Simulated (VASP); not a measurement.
Input of a VASP 6.6.1 run:

File INCAR:

```
SYSTEM = La
  PREC = Accurate
  ENCUT = 520
  EDIFF = 1E-6
  ISMEAR = -1
  SIGMA = 0.1
  LREAL = .FALSE.
  LASPH = .TRUE.
  NELM = 80
  ALGO = Normal
  ISIF = 2
  LWAVE = .FALSE.
  LCHARG = .TRUE.
  LELF = .TRUE.
  LVHAR = .TRUE.
  NBANDS = 18
```

KPOINTS

```
regular mesh
0
G
  10 10 10
  0 0 0
```

POSCAR

```
La
1.0
    0.0000000000      3.3839476994      3.3839476994
    3.3839476994      0.0000000000      3.3839476994
    3.3839476994      3.3839476994      0.0000000000
La
2
Direct
    0.1250000000      0.1250000000      0.1250000000
    0.8750000000      0.8750000000      0.8750000000
```

Potentials or basis: VASP PAW LDA potentials, release 64 (La).

Launch:

```sh
$ cat potpaw_LDA.64/La/POTCAR > POTCAR
$ mpirun -np 1 vasp_std > vasp.out
```

Problem. Predict the pressure.

Solution. -4.8 GPa.

Problem. Estimate the band gap on the k mesh.

Solution. Zero (band 11 reaches 6.93 eV, above the bottom of band 12 at 6.62 eV).

Caveat: spin-orbit coupling is left out, which moves the levels of the heavy elements.
